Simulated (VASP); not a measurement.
# SrFeO3 (Pm-3m) in VASP: a series of runs, part 2 of 2

VASP 6.6.1.

## Step 4: Single point, LDA, collinear spin, ferromagnetic start

Input file INCAR:

```
  PREC = Accurate
  ENCUT = 600
  EDIFF = 1E-6
  ISMEAR = -1
  SIGMA = 0.15
  LREAL = False
  LASPH = True
  NELM = 200
  ALGO = Normal
  ISIF = 2
  LWAVE = False
  LCHARG = False
  ISPIN = 2
  MAGMOM = 0.01 1.86 0.07 0.07 0.07
  LORBIT = 11
  NUPDOWN = 2.1
  LMAXMIX = 4
  GGA = CA
  NBANDS = 30
  GGA_COMPAT = False
```

Input file KPOINTS:

```
regular mesh
0
Gamma
  7 7 7
```

Input file POSCAR:

```
SrFeO3
1.0
    3.8288137900      0.0000000000      0.0000000000
    0.0000000000      3.8288137900      0.0000000000
    0.0000000000      0.0000000000      3.8288137900
Sr Fe O
1 1 3
Direct
    0.0000000000      0.0000000000      0.0000000000
    0.5000000000      0.5000000000      0.5000000000
    0.0000000000      0.5000000000      0.5000000000
    0.5000000000      0.0000000000      0.5000000000
    0.5000000000      0.5000000000      0.0000000000
```

Potentials or basis: VASP PAW LDA potentials, release 64 (Sr_sv, Fe, O).

Started as:

```console
$ cat potpaw_LDA.64/Sr_sv/POTCAR potpaw_LDA.64/Fe/POTCAR potpaw_LDA.64/O/POTCAR > POTCAR
$ mpirun -np 1 vasp_std > vasp.out
```

OUTCAR:

```text
PREC = Accurate
   ENCUT = 600
   EDIFF = 1E-6
   ISMEAR = -1
   LREAL = False
   LASPH = True
   NELM = 200
   ISIF = 2
   ISPIN = 2
   LORBIT = 11
   NUPDOWN = 2.1
   GGA = CA

 ion  position               nearest neighbor table
   1  0.000  0.000  0.000-   3 2.71   4 2.71   5 2.71   3 2.71   4 2.71   3 2.71   5 2.71   3 2.71
                             4 2.71   5 2.71   4 2.71   5 2.71   2 3.32   2 3.32   2 3.32   2 3.32
   2  0.500  0.500  0.500-   3 1.91   4 1.91   5 1.91   5 1.91   4 1.91   3 1.91   1 3.32   1 3.32
                             1 3.32   1 3.32   1 3.32   1 3.32   1 3.32   1 3.32
   3  0.000  0.500  0.500-   2 1.91   2 1.91   1 2.71   1 2.71   1 2.71   1 2.71
   4  0.500  0.000  0.500-   2 1.91   2 1.91   1 2.71   1 2.71   1 2.71   1 2.71
   5  0.500  0.500  0.000-   2 1.91   2 1.91   1 2.71   1 2.71   1 2.71   1 2.71

  LATTYP: Found a simple cubic cell.
 ALAT       =     3.8288137900

  Lattice vectors:

 A1 = (   3.8288137900,   0.0000000000,   0.0000000000)
 A2 = (   0.0000000000,   3.8288137900,   0.0000000000)
 A3 = (   0.0000000000,   0.0000000000,   3.8288137900)

Analysis of symmetry for initial positions (statically):
=====================================================================
 Subroutine PRICEL returns:
 Original cell was already a primitive cell.

 Routine SETGRP: Setting up the symmetry group for a
 simple cubic supercell.

 Subroutine GETGRP returns: Found 48 space group operations
 (whereof 48 operations were pure point group operations)
 out of a pool of 48 trial point group operations.

The static configuration has the point symmetry O_h .

Analysis of symmetry for dynamics (positions and initial velocities):
=====================================================================
 Subroutine PRICEL returns:
 Original cell was already a primitive cell.

 Routine SETGRP: Setting up the symmetry group for a
 simple cubic supercell.

 Subroutine GETGRP returns: Found 48 space group operations
 (whereof 48 operations were pure point group operations)
 out of a pool of 48 trial point group operations.

The dynamic configuration has the point symmetry O_h .

Analysis of structural, dynamic, and magnetic symmetry:
=====================================================================
 Subroutine PRICEL returns:
 Original cell was already a primitive cell.

 Routine SETGRP: Setting up the symmetry group for a
 simple cubic supercell.

 Subroutine GETGRP returns: Found 48 space group operations
 (whereof 48 operations were pure point group operations)
 out of a pool of 48 trial point group operations.

The overall configuration has the point symmetry O_h .

 Subroutine INISYM returns: Found 48 space group operations
 (whereof 48 operations are pure point group operations),
 and found     1 'primitive' translations

----------------------------------------------------------------------------------------

                                     Primitive cell

  volume of cell :      56.1297

  direct lattice vectors                    reciprocal lattice vectors
     3.828813790  0.000000000  0.000000000     0.261177496  0.000000000  0.000000000
     0.000000000  3.828813790  0.000000000     0.000000000  0.261177496  0.000000000
     0.000000000  0.000000000  3.828813790     0.000000000  0.000000000  0.261177496

  length of vectors
     3.828813790  3.828813790  3.828813790     0.261177496  0.261177496  0.261177496

[... 85 lines left out ...]
   IBRION =     -1    ionic relax: 0-MD 1-quasi-New 2-CG
   NFREE  =      0    steps in history (QN), initial steepest desc. (CG)
   ISIF   =      2    stress and relaxation
   ISYM   =      2    0-nonsym 1-usesym 2-fastsym
   POTIM  = 0.5000    time-step for ionic-motion
   TEBEG  =    0.0;   TEEND  =   0.0 temperature during run
   PSTRESS=    0.0 pullay stress
   NELECT =      36.0000    total number of electrons
   NUPDOWN=       2.1000    fix difference up-down
   EMIN   =  10.00;   EMAX   =-10.00  energy-range for DOS
   EFERMI =   0.00;   METHOD = LEGACY
   ISMEAR =    -1;   SIGMA  =   0.15  broadening in eV -4-tet -1-fermi 0-gaus
   EFERMI_NEDOS =   21; number of points for ismear=-14 and -15
   IALGO  =     38    algorithm
   IMIX   =      4    mixing-type and parameters
     AMIX     =   0.40;   BMIX     =  1.00
     AMIX_MAG =   1.60;   BMIX_MAG =  1.00
  volume/ion in A,a.u.               =      11.23        75.76
  Fermi-wavevector in a.u.,A,eV,Ry     =   1.411816  2.667945 27.119463  1.993224
  Thomas-Fermi vector in A             =   2.533629
   LORBIT       =     11    0 simple, 1 ext, 2 COOP (PROOUT), +10 PAW based schemes
   GGA     = CA    functional components
   LHFCALC =     F    Hartree Fock is set to
   AEXX    =    0.0000 exact exchange contribution
   IVDW    =     0    specifies the selected vdW correction
   LEPSILON=     F    determine dielectric tensor
   LRPA    =     F    only Hartree local field effects (RPA)
 spin polarized calculation
  energy-cutoff  :      600.00
  volume of cell :       56.13
 maximum number of plane-waves:      1888
 NGX is ok and might be reduce to    32
   NGX = 15   NGY = 15   NGZ = 15

 number of electron      36.0000005 magnetization       2.1000004

 Free energy of the ion-electron system (eV)
  ---------------------------------------------------
  ext. energy  EPLUGINS =         0.00000000
  ---------------------------------------------------
  free energy    TOTEN  =       -38.58183246 eV

  energy without entropy =      -38.28730931  energy(sigma->0) =      -38.43457089

 E-fermi :   3.6714     XC(G=0): -11.9944

 val. band max:        3.6201500252   @ k =   0.4286   0.0000   0.0000
 cond. band min:       3.1676613210   @ k =   0.4286   0.4286   0.0000
 fundamental gap:     -0.4524887042
 Fermi energy:         3.1255515616

 spin component 1

 k-point     1 :       0.0000    0.0000    0.0000
  band No.  band energies     occupation
      1     -29.2360      1.00000
      2     -15.0013      1.00000
      3     -13.4408      1.00000
      4     -13.4408      1.00000
      5     -11.3618      1.00000
      6     -11.3618      1.00000
[... 649 lines left out ...]
     29      17.7916      0.00000
     30      17.7916      0.00000
 Fermi energy:         3.6714150424

 spin component 2

 k-point     1 :       0.0000    0.0000    0.0000
  band No.  band energies     occupation
      1     -29.2278      1.00000
      2     -14.8630      1.00000
      3     -13.2807      1.00000
      4     -13.2807      1.00000
      5     -11.3495      1.00000
      6     -11.3495      1.00000
[... 649 lines left out ...]
     29      17.9053      0.00000
     30      17.9053      0.00000

------------------------ aborting loop because EDIFF is reached ----------------------------------------

  FORCE on cell =-STRESS in cart. coord.  units (eV):
  Direction    XX          YY          ZZ          XY          YZ          ZX
  --------------------------------------------------------------------------------------
  -------------------------------------------------------------------------------------
  Total       -4.8971210     -4.8971210     -4.8971210      0.0000000     -0.0000000      0.0000000
  in kB     -139.7843909   -139.7843909   -139.7843909      0.0000000     -0.0000000      0.0000000
  external PRESSURE =    -139.7843909 kB  Pullay stress =       0.0000000 kB

 VOLUME and BASIS-vectors are now :
 -----------------------------------------------------------------------------
  energy-cutoff  :      600.00
  volume of cell :       56.13
      direct lattice vectors                 reciprocal lattice vectors
     3.828813790  0.000000000  0.000000000     0.261177496  0.000000000  0.000000000
     0.000000000  3.828813790  0.000000000     0.000000000  0.261177496  0.000000000
     0.000000000  0.000000000  3.828813790     0.000000000  0.000000000  0.261177496

 POSITION                                       TOTAL-FORCE (eV/Angst)
 -----------------------------------------------------------------------------------
      0.00000      0.00000      0.00000         0.000000      0.000000      0.000000
      1.91441      1.91441      1.91441         0.000000      0.000000      0.000000
      0.00000      1.91441      1.91441         0.000000      0.000000      0.000000
      1.91441      0.00000      1.91441         0.000000      0.000000      0.000000
      1.91441      1.91441      0.00000         0.000000      0.000000      0.000000
 -----------------------------------------------------------------------------------
    total drift:                                0.000000     -0.000000     -0.000000

  FREE ENERGIE OF THE ION-ELECTRON SYSTEM (eV)
  ---------------------------------------------------
  free  energy   TOTEN  =       -38.5818324615 eV

  energy  without entropy=      -38.2873093146  energy(sigma->0) =      -38.43457089

 total charge

# of ion       s       p       d       tot
------------------------------------------
    1        2.000   5.787   0.223   8.009
    2        0.421   0.682   6.139   7.241
    3        1.550   3.397   0.000   4.948
    4        1.550   3.397   0.000   4.948
    5        1.550   3.397   0.000   4.948
--------------------------------------------------
tot          7.072  16.660   6.362  30.093

 magnetization (x)

# of ion       s       p       d       tot
------------------------------------------
    1        0.002   0.004   0.006   0.011
    2        0.006   0.001   1.760   1.767
    3        0.004   0.065   0.000   0.070
    4        0.004   0.065   0.000   0.070
    5        0.004   0.065   0.000   0.070
--------------------------------------------------
tot          0.021   0.200   1.766   1.987
```

Run time: 56 s. Hardware: 1 thread of Intel Xeon Platinum 8259CL at 2.50GHz (Skylake/Cascade Lake), shared host; peak memory 0.21 GiB.

What came out:

| Item | Value |
| --- | --- |
| Free energy | -38.5818 eV |
| Pressure | -14.0 GPa |
| Net moment | 2.10 μB per cell |
| Site moments | Sr +0.01; Fe +1.77; O +0.07 μB |
| Valence electrons inside the program's atomic spheres | Sr 8.01; Fe 7.24; O 4.95 |

Caveat: the total moment is fixed, so each spin has its own Fermi level; a cell with one magnetic atom can't hold antiferromagnetic order, which such compounds often take.

## Step 5: Single point, LDA, collinear spin, ferromagnetic start

Input file INCAR:

```
ALGO     = Normal         # electronic algorithm
EDIFF    = 1E-6           # SCF threshold, eV
ENCUT    = 600            # plane-wave cutoff, eV
GGA      = CA             # functional
GGA_COMPAT= F            
ISIF     = 2              # what is computed and relaxed
ISMEAR   = -1             # smearing method
ISPIN    = 2              # spin polarisation
LASPH    = T              # aspherical terms in the spheres
LCHARG   = T              # write CHGCAR
LELF     = T              # ELF
LMAXMIX  = 4              # l up to which the mixer works
LORBIT   = 11             # projections on sites
LREAL    = F              # projectors in reciprocal space
LVHAR    = T            
LWAVE    = F              # write WAVECAR
MAGMOM   = 0.01 2.68 0.16 0.16 0.16 # initial moments
NBANDS   = 30             # bands
NELM     = 200            # most SCF steps
NUPDOWN  = 3.2            # fixed moment
PREC     = Accurate       # precision mode
SIGMA    = 0.15           # smearing width, eV
```

Input file KPOINTS:

```
k-points
0
Gamma
  7 7 7
```

POSCAR is that of step 4.

Started as:

```console
$ cat potpaw_LDA.64/Sr_sv/POTCAR potpaw_LDA.64/Fe/POTCAR potpaw_LDA.64/O/POTCAR > POTCAR
$ mpirun -np 1 vasp_std > vasp.out
```

It took 61 s on 1 thread of Intel Xeon Platinum 8259CL at 2.50GHz (Skylake/Cascade Lake), shared host; peak memory 0.2 GiB.

Results (log left out):

```
Free energy                                           : -38.7894 eV
Pressure                                              : -11.6 GPa
Net moment                                            : 3.20 μB per cell
Site moments                                          : Sr +0.01; Fe +2.55; O +0.15 μB
Valence electrons inside the program's atomic spheres : Sr 8.01; Fe 7.21; O 4.96
```

Caveat: the total moment is fixed, so each spin has its own Fermi level; a cell with one magnetic atom can't hold antiferromagnetic order, which such compounds often take.

## Step 6: Single point, LDA, collinear spin, ferromagnetic start

Input file INCAR:

```
SYSTEM = SrFeO3
  PREC = Accurate
  ENCUT = 600
  EDIFF = 1E-6
  ISMEAR = -1
  SIGMA = 0.15
  LREAL = .False.
  LASPH = .True.
  NELM = 200
  ALGO = Normal
  ISIF = 2
  LWAVE = .False.
  LCHARG = .False.
  ISPIN = 2
  MAGMOM = 0.01 3.29 0.29 0.29 0.29
  LORBIT = 11
  NUPDOWN = 4.2
  LMAXMIX = 4
  NBANDS = 30
  GGA_COMPAT = .False.
```

Input file KPOINTS:

```
regular mesh
0
Gamma
  7 7 7
  0 0 0
```

POSCAR is that of step 5.

Potentials or basis: VASP PAW LDA potentials, release 64 (Sr_sv, Fe, O).

Started as:

```console
$ cat potpaw_LDA.64/Sr_sv/POTCAR potpaw_LDA.64/Fe/POTCAR potpaw_LDA.64/O/POTCAR > POTCAR
$ mpirun -np 1 vasp_std > vasp.out
```

It took 65 s on 1 thread of Intel Xeon Platinum 8259CL at 2.50GHz (Skylake/Cascade Lake), shared host; peak memory 0.21 GiB.

The run converged. Its results:

```
Free energy                                           : -38.5121 eV
Pressure                                              : -5.8 GPa
Net moment                                            : 4.20 μB per cell
Site moments                                          : Sr +0.01; Fe +3.15; O +0.26 μB
Valence electrons inside the program's atomic spheres : Sr 8.01; Fe 7.20; O 4.96
```

Caveat: the total moment is fixed, so each spin has its own Fermi level; a cell with one magnetic atom can't hold antiferromagnetic order, which such compounds often take.

## Step 7: The runs side by side

| spin | fixed moment (μB) | pressure (GPa) | moment (μB) |
| --- | --- | --- | --- |
| collinear, zero start | 0.0 | -15.4 | 0.00 |
| collinear, ferromagnetic start | 1.1 | -15.0 | 1.10 |
| collinear, ferromagnetic start | 2.1 | -14.0 | 2.10 |
| collinear, ferromagnetic start | 3.2 | -11.6 | 3.20 |
| collinear, ferromagnetic start | 4.2 | -5.8 | 4.20 |

Alike in all rows: task single point; level LDA; potentials or basis VASP PAW LDA potentials, release 64 (Sr_sv, Fe, O); cell as given; k mesh 7 × 7 × 7; cutoff (eV) 600; smearing fermi-dirac 0.15 eV.

Caveats: the total moment is fixed, so each spin has its own Fermi level; a cell with one magnetic atom can't hold antiferromagnetic order, which such compounds often take (some runs).

Absolute energies hang on the potentials; compare differences alone.
